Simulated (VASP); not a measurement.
Set up this calculation in VASP 6.6.1, as the native input.

| Quantity | Value |
| --- | --- |
| Task | single point |
| Functional | PBEsol |
| Dispersion | D4 |
| Potentials or basis | VASP PAW PBE potentials, release 64 (Pt) |
| Cutoff | 520 eV |
| k mesh | 3 × 3 × 2 |
| Occupations | fermi-dirac, width 0.1 eV |
| Spin | no spin polarisation |
| Dipole correction | no |
| Further INCAR settings | ALGO = Normal; EDIFF = 1e-06; NBANDS = 17 |

The structure of Pt lies in POSCAR:

```
Pt
1.0
    2.7606660000      0.0000000000      0.0000000000
   -1.3803330000      2.3908068874      0.0000000000
    0.0000000000      0.0000000000      4.7921340000
Pt
2
Direct
    0.6666670000      0.3333330000      0.7500000000
    0.3333330000      0.6666670000      0.2500000000
```

One way to write it, as run:

INCAR

```
PREC = Accurate
ENCUT = 520
EDIFF = 1E-6
ISMEAR = -1
SIGMA = 0.1
LREAL = False
LASPH = True
NELM = 80
ALGO = Normal
ISIF = 2
LWAVE = False
LCHARG = False
GGA = PS
IVDW = 13
NBANDS = 17
```

KPOINTS

```
Automatic mesh
0
Gamma
  3 3 2
```

Potentials or basis: VASP PAW PBE potentials, release 64 (Pt).

Launch:

```sh
$ cat potpaw_PBE.64/Pt/POTCAR > POTCAR
$ mpirun -np 1 vasp_std > vasp.out
```

Results of the run:

```yaml
Pressure: -7.6 GPa
Band_gap_on_the_k_mesh: zero (band 10 reaches 9.83 eV, above the bottom of band 11 at 9.25 eV)
Dispersion_energy_per_atom: -0.432 eV
```

Caveat: the k points lie up to 0.88 Å⁻¹ apart; the PAW data sets were made with another functional, which shifts forces and pressure a little; spin-orbit coupling is left out, which moves the levels of the heavy elements; pairwise dispersion overbinds metals, which lowers pressure and volume.

It took 4.6 s on 1 thread of AMD EPYC 9R14 (Zen 4), on a shared host, peak memory 0.12 GiB.
